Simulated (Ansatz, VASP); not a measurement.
Ta2N in VASP and in Ansatz

```
Ta N
1.0
     2.95436    0.00000    0.00000
    -1.47718    2.55855    0.00000
     0.00000    0.00000    5.00469
Ta N
2 1
Direct
  0.66667 0.33333 0.74669
  0.33333 0.66667 0.25331
  0.00000 0.00000 0.00000
```

Alike in both runs: task single point; functional LDA; k mesh 18 × 18 × 10; occupations gaussian, width 0.15 eV; no spin polarisation.

```csv
,VASP,Ansatz
version,VASP 6.6.1,Ansatz 0.2.0
potentials or method,"VASP PAW LDA potentials, release 64 (Ta_sv_GW, N), cutoff 700 eV","scalar-relativistic, plane waves, PAW"
valence electrons in the cell,31,31
```

|  | VASP | Ansatz | Ansatz less VASP |
| --- | --- | --- | --- |
| gap on the k mesh at the Fermi level (eV) | none | none | - |
| pressure (GPa) | 10.8 | 9.8 | -1.05 |
| traceless stress, the component that is largest in VASP (GPa) | -12.14 | -12.00 | +0.142 |
| rms of the force components (eV/Å) | 0.428 | 0.404 | -0.0239 |

Ansatz warns that its potentials were made for another functional, while VASP's fit it. LDA's correlation is that of Perdew and Zunger in VASP and of Perdew and Wang (1992) in Ansatz. Atom by atom the forces differ by 0.024 eV/Å (rms over components). A gap of «none» marks a metal or a gap that the smearing closes.

Neither program's run includes spin-orbit coupling.
